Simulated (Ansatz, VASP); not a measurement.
Fe: VASP beside Ansatz

```
Fe
1.0
    -1.44300    1.44300    1.44300
     1.44300   -1.44300    1.44300
     1.44300    1.44300   -1.44300
Fe
1
Direct
  0.00000 0.00000 0.00000
```

Alike in both runs: task single point; functional PBEsol; k mesh 11 × 11 × 11; occupations fermi-dirac, width 0.05 eV; collinear spin; fixed moment 3 μB.

|  | VASP | Ansatz |
| --- | --- | --- |
| version | VASP 6.6.1 | Ansatz 0.2.0 |
| potentials or method | VASP PAW PBE potentials, release 64 (Fe_sv) | Ansatz PAW |
| plane-wave cutoff (eV) | 600 | 420 |
| valence electrons in the cell | 16 | 16 |

Ansatz gave:

```
pressure (GPa)                                                : 0.9
net moment per atom (μB)                                      : 3.00
size of the moment on the site where the two differ most (μB) : 2.95
```

Question: What did VASP give for the same quantities?

Answer: Pressure (GPa): -2.3; net moment per atom (μB): 3.00; size of the moment on the site where the two differ most (μB): 2.85.

VASP's potentials were made for PBE, not for PBEsol. Site moments also hang on the region over which each program counts them.
